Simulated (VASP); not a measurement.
# Co (Pm-3m) in VASP: single point with LDA

Aim: the single point of Co with LDA.

Program: VASP 6.6.1. These are calculated values, not measurements. Logs are shortened: lines on timing, memory, paths and dates and some standing lists are left out, and cuts for length are marked.

### Step 1. The cell of the first run

Symmetry: Pm-3m, No. 221, cubic system. The conventional cell has a = 2.224 Å, b = 2.224 Å, c = 2.224 Å, α = 90.00°, β = 90.00°, γ = 90.00°. Within 2.9 Å of Co (site symmetry m-3m) lie 6 Co at 2.22 Å.

### Step 2. Single point, LDA

The input, INCAR:

```
PREC = Accurate ; ENCUT = 520
EDIFF = 1E-7 ; ISMEAR = -1
SIGMA = 0.13605693000000002 ; LREAL = F
LASPH = T ; NELM = 80
ALGO = Normal ; ISIF = 2
LWAVE = F ; LCHARG = T
LELF = T ; LVHAR = T
NBANDS = 10
```

The input, KPOINTS:

```
Automatic mesh
0
Gamma
  15 15 15
```

The input, POSCAR:

```
Co
1.0
    2.2235756570      0.0000000000      0.0000000000
    0.0000000000      2.2235756570      0.0000000000
    0.0000000000      0.0000000000      2.2235756570
Co
1
Direct
    0.0000000000      0.0000000000      0.0000000000
```

Potentials or basis: VASP PAW LDA potentials, release 64 (Co).

On the command line:

```bash
> cat potpaw_LDA.64/Co/POTCAR > POTCAR
> mpirun -np 1 vasp_std > vasp.out
```

OUTCAR:

```text
PREC = Accurate
   ENCUT = 520
   EDIFF = 1E-7
   ISMEAR = -1
   LREAL = F
   LASPH = T
   NELM = 80
   ISIF = 2

 ion  position               nearest neighbor table
   1  0.000  0.000  0.000-

  LATTYP: Found a simple cubic cell.
 ALAT       =     2.2235756570

  Lattice vectors:

 A1 = (   2.2235756570,   0.0000000000,   0.0000000000)
 A2 = (   0.0000000000,   2.2235756570,   0.0000000000)
 A3 = (   0.0000000000,   0.0000000000,   2.2235756570)

Analysis of symmetry for initial positions (statically):
=====================================================================
 Subroutine PRICEL returns:
 Original cell was already a primitive cell.

 Routine SETGRP: Setting up the symmetry group for a
 simple cubic supercell.

 Subroutine GETGRP returns: Found 48 space group operations
 (whereof 48 operations were pure point group operations)
 out of a pool of 48 trial point group operations.

The static configuration has the point symmetry O_h .

Analysis of symmetry for dynamics (positions and initial velocities):
=====================================================================
 Subroutine PRICEL returns:
 Original cell was already a primitive cell.

 Routine SETGRP: Setting up the symmetry group for a
 simple cubic supercell.

 Subroutine GETGRP returns: Found 48 space group operations
 (whereof 48 operations were pure point group operations)
 out of a pool of 48 trial point group operations.

The dynamic configuration has the point symmetry O_h .

 Subroutine INISYM returns: Found 48 space group operations
 (whereof 48 operations are pure point group operations),
 and found     1 'primitive' translations

----------------------------------------------------------------------------------------

                                     Primitive cell

  volume of cell :      10.9940

  direct lattice vectors                    reciprocal lattice vectors
     2.223575657  0.000000000  0.000000000     0.449726096  0.000000000  0.000000000
     0.000000000  2.223575657  0.000000000     0.000000000  0.449726096  0.000000000
     0.000000000  0.000000000  2.223575657     0.000000000  0.000000000  0.449726096

  length of vectors
     2.223575657  2.223575657  2.223575657     0.449726096  0.449726096  0.449726096

  position of ions in fractional coordinates (direct lattice)
     0.000000000  0.000000000  0.000000000

  ion indices of the primitive-cell ions
   primitive index   ion index
                 1           1

[... 73 lines left out ...]
   EDIFFG = 0.1E-05   stopping-criterion for IOM
   NSW    =      0    number of steps for IOM
   IBRION =     -1    ionic relax: 0-MD 1-quasi-New 2-CG
   NFREE  =      0    steps in history (QN), initial steepest desc. (CG)
   ISIF   =      2    stress and relaxation
   ISYM   =      2    0-nonsym 1-usesym 2-fastsym
   POTIM  = 0.5000    time-step for ionic-motion
   TEBEG  =    0.0;   TEEND  =   0.0 temperature during run
   PSTRESS=    0.0 pullay stress
   NELECT =       9.0000    total number of electrons
   NUPDOWN=      -1.0000    fix difference up-down
   EMIN   =  10.00;   EMAX   =-10.00  energy-range for DOS
   EFERMI =   0.00;   METHOD = LEGACY
   ISMEAR =    -1;   SIGMA  =   0.14  broadening in eV -4-tet -1-fermi 0-gaus
   EFERMI_NEDOS =   21; number of points for ismear=-14 and -15
   IALGO  =     38    algorithm
   IMIX   =      4    mixing-type and parameters
     AMIX     =   0.40;   BMIX     =  1.00
     AMIX_MAG =   1.60;   BMIX_MAG =  1.00
  volume/ion in A,a.u.               =      10.99        74.19
  Fermi-wavevector in a.u.,A,eV,Ry     =   1.531453  2.894027 31.910413  2.345349
  Thomas-Fermi vector in A             =   2.638796
   LORBIT       =      0    0 simple, 1 ext, 2 COOP (PROOUT), +10 PAW based schemes
   GGA     = CA    functional components
   LHFCALC =     F    Hartree Fock is set to
   AEXX    =    0.0000 exact exchange contribution
   IVDW    =     0    specifies the selected vdW correction
   LEPSILON=     F    determine dielectric tensor
   LRPA    =     F    only Hartree local field effects (RPA)
 non-spin polarized calculation
  energy-cutoff  :      520.00
  volume of cell :       10.99
 maximum number of plane-waves:       308
 NGX is ok and might be reduce to    18
   NGX =  9   NGY =  9   NGZ =  9

 number of electron       8.9999995 magnetization

 Free energy of the ion-electron system (eV)
  ---------------------------------------------------
  ext. energy  EPLUGINS =         0.00000000
  ---------------------------------------------------
  free energy    TOTEN  =        -7.23598192 eV

  energy without entropy =       -7.08415208  energy(sigma->0) =       -7.16006700

 E-fermi :   9.8263     XC(G=0): -13.5562

 val. band max:        9.8219524029   @ k =   0.2000   0.0667   0.0000
 cond. band min:       9.8281903696   @ k =   0.1333   0.1333   0.0667
 fundamental gap:      0.0062379668
 Fermi energy:         9.8263254626

 k-point     1 :       0.0000    0.0000    0.0000
  band No.  band energies     occupation
      1       1.1341      2.00000
      2       5.7795      2.00000
      3       5.7795      2.00000
      4      10.3723      0.03552
      5      10.3723      0.03552
      6      10.3723      0.03552
      7      31.0378      0.00000
      8      31.0378      0.00000
      9      31.0378      0.00000
     10      35.4384      0.00000
[... 287 lines left out ...]
 k-point    24 :       0.3333    0.2000    0.0000
  band No.  band energies     occupation
      1       5.0209      2.00000
      2       6.6061      2.00000
      3       7.6273      2.00000
      4       9.3048      1.95764
      5       9.5691      1.73772
      6       9.9753      0.50142
      7      19.2786      0.00000
      8      27.1495      0.00000
      9      36.1226      0.00000
     10      37.2400      0.00000

 [... further k-points ...]
[... 5 lines left out ...]
  --------------------------------------------------------------------------------------
  -------------------------------------------------------------------------------------
  Total        0.0055614      0.0055614      0.0055614      0.0000000      0.0000000      0.0000000
  in kB        0.8104770      0.8104770      0.8104770      0.0000000      0.0000000      0.0000000
  external PRESSURE =       0.8104770 kB  Pullay stress =       0.0000000 kB

 VOLUME and BASIS-vectors are now :
 -----------------------------------------------------------------------------
  energy-cutoff  :      520.00
  volume of cell :       10.99
      direct lattice vectors                 reciprocal lattice vectors
     2.223575657  0.000000000  0.000000000     0.449726096  0.000000000  0.000000000
     0.000000000  2.223575657  0.000000000     0.000000000  0.449726096  0.000000000
     0.000000000  0.000000000  2.223575657     0.000000000  0.000000000  0.449726096

 POSITION                                       TOTAL-FORCE (eV/Angst)
 -----------------------------------------------------------------------------------
      0.00000      0.00000      0.00000         0.000000      0.000000      0.000000
 -----------------------------------------------------------------------------------
    total drift:                                0.000000      0.000000      0.000000

  FREE ENERGIE OF THE ION-ELECTRON SYSTEM (eV)
  ---------------------------------------------------
  free  energy   TOTEN  =        -7.2359819170 eV

  energy  without entropy=       -7.0841520788  energy(sigma->0) =       -7.16006700
```

OSZICAR:

```text
N       E                     dE             d eps       ncg     rms          rms(c)
DAV:   1     0.224232131999E+02    0.22423E+02   -0.41123E+03  2418   0.107E+03
DAV:   2    -0.744623738083E+01   -0.29869E+02   -0.28754E+02  2464   0.154E+02
DAV:   3    -0.813106909479E+01   -0.68483E+00   -0.67883E+00  2730   0.290E+01
DAV:   4    -0.814059645978E+01   -0.95274E-02   -0.95240E-02  2902   0.306E+00
DAV:   5    -0.814084850069E+01   -0.25204E-03   -0.25203E-03  2914   0.437E-01    0.937E+00
DAV:   6    -0.743430962868E+01    0.70654E+00   -0.10543E+01  2648   0.489E+01    0.358E+00
DAV:   7    -0.725312051075E+01    0.18119E+00   -0.13557E+00  2644   0.173E+01    0.155E+00
DAV:   8    -0.723769306754E+01    0.15427E-01   -0.16203E-02  3582   0.111E+00    0.451E-01
DAV:   9    -0.723597215675E+01    0.17209E-02   -0.15551E-03  3568   0.271E-01    0.463E-02
DAV:  10    -0.723598555899E+01   -0.13402E-04   -0.22200E-05  3366   0.373E-02    0.315E-02
DAV:  11    -0.723598192972E+01    0.36293E-05   -0.33999E-06  3204   0.133E-02    0.979E-04
DAV:  12    -0.723598191704E+01    0.12679E-07   -0.21829E-08  1562   0.143E-03
   1 F= -.72359819E+01 E0= -.71600670E+01  d E =-.151830E+00
```

stdout:

```text
POSCAR found type information on POSCAR Co
 POSCAR found :  1 types and       1 ions
 scaLAPACK will be used
 LDA part: xc-table for (Slater(with rela. corr.)+CA(PZ))
 , standard interpolation
 POSCAR, INCAR and KPOINTS ok, starting setup
 FFT: planning ... GRIDC
 FFT: planning ... GRID_SOFT
 FFT: planning ... GRID
 WAVECAR not read
 entering main loop
```

Wall time 17 s (1 thread of Intel Xeon 8259CL, shared host); peak memory 0.12 GiB.

What came out:

```yaml
Free_energy: -7.2360 eV
Pressure: 0.1 GPa
```

Caveat: the run has no spin polarisation, though such a crystal can be magnetic. Spin polarisation is off, so any magnetic state and its effect on volume and gap are missing.
